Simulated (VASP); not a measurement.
# As (Fd-3m) in VASP: notebook, part 2 of 2

VASP 6.6.1. Earlier steps stand in the parts before.

## Step 3: Relaxation of cell and atoms, PBE, target pressure 30 GPa, at which the enthalpy is minimised

This run uses another cell than the first one, of 20.22 Å³/atom, 1.143 times its volume.

INCAR reads:

```
SYSTEM = As
PREC = Accurate
ENCUT = 600
EDIFF = 1E-6
ISMEAR = -1
SIGMA = 0.1
LREAL = .False.
LASPH = .True.
NELM = 80
ALGO = Normal
ISIF = 3
LWAVE = .False.
LCHARG = .False.
GGA = PE
IBRION = 2
NSW = 32
EDIFFG = -0.005
PSTRESS = 300.0
```

KPOINTS reads:

```
regular mesh
0
Gamma
  13 13 13
  0 0 0
```

POSCAR reads:

```
As
1.0
    0.0000000000      2.7241529191      2.7241529191
    2.7241529191      0.0000000000      2.7241529191
    2.7241529191      2.7241529191      0.0000000000
As
2
Direct
   -0.1250000000     -0.1250000000     -0.1250000000
    0.1250000000      0.1250000000      0.1250000000
```

Potentials or basis: VASP PAW PBE potentials, release 64 (As).

On the command line:

```console
cat potpaw_PBE.64/As/POTCAR > POTCAR
mpirun -np 1 vasp_std > vasp.out
```

OUTCAR:

```text
SYSTEM = As
   PREC = Accurate
   ENCUT = 600
   EDIFF = 1E-6
   ISMEAR = -1
   LREAL = .False.
   LASPH = .True.
   NELM = 80
   ISIF = 3
   GGA = PE
   IBRION = 2
   NSW = 32
   EDIFFG = -0.005
   PSTRESS = 300.0

 ion  position               nearest neighbor table
   1  0.875  0.875  0.875-   2 2.36   2 2.36   2 2.36   2 2.36
   2  0.125  0.125  0.125-   1 2.36   1 2.36   1 2.36   1 2.36

  LATTYP: Found a face centered cubic cell.
 ALAT       =     5.4483058382

  Lattice vectors:

 A1 = (   0.0000000000,   2.7241529191,   2.7241529191)
 A2 = (   2.7241529191,   0.0000000000,   2.7241529191)
 A3 = (   2.7241529191,   2.7241529191,   0.0000000000)

Analysis of symmetry for initial positions (statically):
=====================================================================
 Subroutine PRICEL returns:
 Original cell was already a primitive cell.

 Routine SETGRP: Setting up the symmetry group for a
 face centered cubic supercell.

 Subroutine GETGRP returns: Found 48 space group operations
 (whereof 12 operations were pure point group operations)
 out of a pool of 48 trial point group operations.
[... 170 lines left out ...]
  Direction    XX          YY          ZZ          XY          YZ          ZX
  --------------------------------------------------------------------------------------
  -------------------------------------------------------------------------------------
  Total        7.7617585      7.7617585      7.7617585      0.0000000     -0.0000000      0.0000000
  in kB      307.5716241    307.5716241    307.5716241      0.0000000     -0.0000000      0.0000000
  external PRESSURE =       7.5716241 kB  Pullay stress =     300.0000000 kB
[... 63 lines left out ...]
--------------------------------------- Ionic step        3  -------------------------------------------

 number of electron      10.0000000 magnetization

 Free energy of the ion-electron system (eV)
  ---------------------------------------------------
  ext. energy  EPLUGINS =         0.00000000
  ---------------------------------------------------
  free energy    TOTEN  =        -7.55450710 eV

  energy without entropy =       -7.52298119  energy(sigma->0) =       -7.53874414

 E-fermi :   6.4516     XC(G=0): -10.0716

 val. band max:        6.4505074133   @ k =  -0.4615   0.3846   0.0000
 cond. band min:       6.4525312819   @ k =  -0.3846   0.4615   0.0769
 fundamental gap:      0.0020238686
 Fermi energy:         6.4516043940

 k-point     1 :       0.0000    0.0000    0.0000
  band No.  band energies     occupation
      1     -10.2088      2.00000
      2       2.4819      2.00000
      3       3.3765      2.00000
      4       3.3765      2.00000
      5       3.3765      2.00000
      6       6.5641      0.49026
      7       6.5641      0.49026
      8       6.5641      0.49026
      9      11.3875      0.00000
[... 265 lines left out ...]
 k-point    24 :       0.4615    0.1538    0.0000
  band No.  band energies     occupation
      1      -8.1867      2.00000
      2      -4.2526      2.00000
      3       0.6622      2.00000
      4       1.5603      2.00000
      5       5.2951      1.99998
      6       7.7062      0.00001
      7       9.0914      0.00000
      8      10.4980      0.00000
      9      14.2269      0.00000

 [... further k-points ...]
[... 5 lines left out ...]
  --------------------------------------------------------------------------------------
  -------------------------------------------------------------------------------------
  Total        7.6097263      7.6097263      7.6097263     -0.0000000      0.0000000      0.0000000
  in kB      299.9940209    299.9940209    299.9940209     -0.0000000      0.0000000      0.0000000
  external PRESSURE =      -0.0059791 kB  Pullay stress =     300.0000000 kB
[... 21 lines left out ...]
  energy  without entropy=       -7.5229811855  energy(sigma->0) =       -7.53874414

  enthalpy is  TOTEN    =         0.0553708946 eV   P V=        7.6098779897

 reached required accuracy - stopping structural energy minimisation
```

Run time: 28 s. Hardware: 1 thread of Intel Xeon Platinum 8488C (Sapphire Rapids), shared host; peak memory 0.19 GiB.

What came out:

```
Free energy                                            : -7.5545 eV
Relaxed volume                                         : 20.32 Å³/atom
Relaxed cell                                           : a = 3.859 Å, b = 3.859 Å, c = 3.859 Å, α = 60.00°, β = 60.00°, γ = 60.00°
Space group after relaxing (to 0.05 Å)                 : Fd-3m (No. 227)
Energy change on relaxing (the enthalpy is what falls) : -19.8 meV/atom
Ionic steps                                            : 3
Pressure after relaxing                                : 30.0 GPa
Band gap on the k mesh                                 : zero (band 5 reaches 7.80 eV, above the bottom of band 6 at 5.12 eV)
```

The path:
```tsv
step	energy change (eV)	largest force (eV/Å)	pressure (GPa)	volume (Å³)
1	0.0000	0.0000	30.76	40.43
2	-0.1043	0.0000	28.79	40.99
3	-0.0397	0.0000	30.00	40.64
```

Final structure:
```yaml
crystal:
  lattice:
    - [0.00000, 2.72885, 2.72885]
    - [2.72885, 0.00000, 2.72885]
    - [2.72885, 2.72885, 0.00000]
  atoms:
    - { symbol: As, position: [0.87500, 0.87500, 0.87500] }
    - { symbol: As, position: [0.12500, 0.12500, 0.12500] }
```

Levels at points of the mesh, in eV from the Fermi level:
```tsv
k point	band 1	band 2	band 3	band 4	band 5	band 6	band 7	band 8	band 9
(0.00, 0.00, 0.00)	-16.66	-3.97	-3.08	-3.08	-3.08	0.11	0.11	0.11	4.94
```

Caveat: the cell is relaxed towards a set pressure, so the enthalpy falls and the energy may rise.

## Step 4: Single point, PBE

This run uses another cell than the first one, of 20.22 Å³/atom, 1.143 times its volume.

INCAR reads:

```
  PREC = Accurate
  ENCUT = 520
  EDIFF = 1E-6
  ISMEAR = -1
  SIGMA = 0.1
  LREAL = F
  LASPH = T
  NELM = 80
  ALGO = Normal
  ISIF = 2
  LWAVE = F
  LCHARG = F
  GGA = PE
  NBANDS = 12
```

KPOINTS reads:

```
regular mesh
0
Gamma
  13 13 13
```

POSCAR is that of step 3.

On the command line:

```console
cat potpaw_PBE.64/As/POTCAR > POTCAR
mpirun -np 1 vasp_std > vasp.out
```

Wall time 54 s (1 thread of Intel Xeon 8259CL, shared host); peak memory 0.18 GiB.

The run converged. Its results:

* Free energy: -7.5147 eV
* Pressure: 30.8 GPa
* Band gap on the k mesh: zero (band 5 reaches 7.88 eV, above the bottom of band 6 at 5.17 eV)

Levels at points of the mesh, in eV from the Fermi level:
| k point | band 2 | band 3 | band 4 | band 5 | band 6 | band 7 | band 8 | band 9 |
| --- | --- | --- | --- | --- | --- | --- | --- | --- |
| (0.00, 0.00, 0.00) | -3.93 | -3.09 | -3.09 | -3.09 | 0.10 | 0.10 | 0.10 | 4.94 |

## Step 5: Summary

| task | cell | cutoff (eV) | gap on the mesh (eV) | pressure (GPa) |
| --- | --- | --- | --- | --- |
| relaxation of cell and atoms | relaxed to 30 GPa from a = 3.684 Å, angles 60.0°, 2 atoms | 600 | none | 30.0 |
| relaxation of cell and atoms | relaxed to 30 GPa from a = 3.853 Å, angles 60.0°, 2 atoms | 600 | none | 30.0 |
| single point | a = 3.853 Å, angles 60.0°, 2 atoms | 520 | none | 30.8 |

Alike in all rows: level PBE; potentials or basis VASP PAW PBE potentials, release 64 (As); no spin polarisation; k mesh 13 × 13 × 13; smearing fermi-dirac 0.1 eV.

Caveats: the cell is relaxed towards a set pressure, so the enthalpy falls and the energy may rise (some runs).

Total energies depend on the potentials used, so only differences within one code and one set of settings carry meaning.
